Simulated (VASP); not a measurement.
Here is a VASP 6.6.1 calculation.

Contents of INCAR:

```
ALGO = Normal
EDIFF = 1E-7
ENCUT = 520
ISIF = 2
ISMEAR = 0
LASPH = T
LCHARG = F
LREAL = F
LWAVE = F
NBANDS = 29
NELM = 60
PREC = Accurate
SIGMA = 0.05
```

The input KPOINTS:

```
k-points
0
Gamma
  6 6 6
```

File POSCAR:

```
KZnF3
1.0
    4.3997043004      0.0000000000      0.0000000000
    0.0000000000      4.3997043004      0.0000000000
    0.0000000000      0.0000000000      3.4317693543
K Zn F
1 1 3
Direct
    0.0000000000      0.0000000000      0.0000000000
    0.5000000000      0.5000000000      0.5000000000
    0.5000000000      0.5000000000      0.0000000000
    0.0000000000      0.5000000000      0.5000000000
    0.5000000000      0.0000000000      0.5000000000
```

Potentials or basis: VASP PAW LDA potentials, release 64 (K_sv, Zn, F).

The run is started by

```bash
$ cat potpaw_LDA.64/K_sv/POTCAR potpaw_LDA.64/Zn/POTCAR potpaw_LDA.64/F/POTCAR > POTCAR
$ mpirun -np 1 vasp_std > vasp.out
```

Problem. Estimate the pressure.

Solution. 3.6 GPa.

Problem. Predict the band gap on the k mesh.

Solution. 3.35 eV (least direct gap 5.23 eV).

Stress tensor (GPa, compression positive):
```
-7.77  0.00  0.00
 0.00 -7.77  0.00
 0.00  0.00 26.46
```

Caveat: the stress differs along the axes, from -8 to 26 GPa. A k mesh can miss the band edges.
